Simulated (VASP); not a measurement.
A run of VASP 6.6.1:

The input INCAR:

```
PREC = Accurate
ENCUT = 600
EDIFF = 1E-7
ISMEAR = 0
SIGMA = 0.1
LREAL = F
LASPH = T
NELM = 100
ALGO = Normal
ISIF = 3
LWAVE = F
LCHARG = F
GGA = PE
IBRION = 2
NSW = 100
EDIFFG = -0.01
```

Contents of KPOINTS:

```
Automatic mesh
0
Gamma
  12 12 8
```

Contents of POSCAR:

```
HfSi4
1.0
    5.1898842791      0.0000000000      0.0000000000
   -2.5949421395      4.4945716284      0.0000000000
    0.0000000000      0.0000000000      5.1466627891
Hf Si
1 4
Direct
    0.0000000000      0.0000000000      0.5000000000
    0.5000000000      0.0000000000      0.5000000000
    0.0000000000      0.5000000000      0.5000000000
    0.5000000000      0.5000000000      0.5000000000
    0.0000000000      0.0000000000      0.0000000000
```

Potentials or basis: VASP PAW PBE potentials, release 64 (Hf_pv, Si).

Launch:

```bash
$ cat potpaw_PBE.64/Hf_pv/POTCAR potpaw_PBE.64/Si/POTCAR > POTCAR
$ mpirun -np 1 vasp_std > vasp.out
```

Hardware: 1 thread of Intel Xeon 8259CL, on a shared host.

Q: Estimate the wall time of this run.

A: Wall time 7.3 min on 1 thread of Intel Xeon 8259CL, on a shared host, peak memory 0.43 GiB. Counts: scf iterations 23, k points 95, ion steps 2.
